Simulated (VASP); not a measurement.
Sb: single point with LDA

Sb:

```
Sb
1.0
     0.00000    2.38695    2.38695
     2.38695    0.00000    2.38695
     2.38695    2.38695    0.00000
Sb
1
Direct
  0.00000 0.00000 0.00000
```

This cell differs from its parent crystal: volume scaled by 1.02.

```
Program             : VASP 6.6.1
Task                : single point
Functional          : LDA
Potentials or basis : VASP PAW LDA potentials, release 64 (Sb)
Cutoff              : 520 eV
k mesh              : 10 × 10 × 10
Occupations         : fermi-dirac, width 0.05 eV
Spin                : no spin polarisation
```

```yaml
Pressure: -3.4 GPa
```

Levels at points of the mesh, in eV from the Fermi level:
```
           k point  band 1  band 2  band 3  band 4  band 5
(0.00, 0.00, 0.00)  -12.84    5.18    5.18    5.18    9.76
(0.50, 0.00, 0.00)   -9.17   -5.70    3.54    3.54    8.08
(0.50, 0.50, 0.00)   -7.60   -4.82    0.38    0.38    4.20
```

It took 10 s on 1 thread of Intel Xeon 8259CL (shared host), peak memory 0.14 GiB.

Caveat: spin-orbit coupling is left out, which moves the levels of the heavy elements.
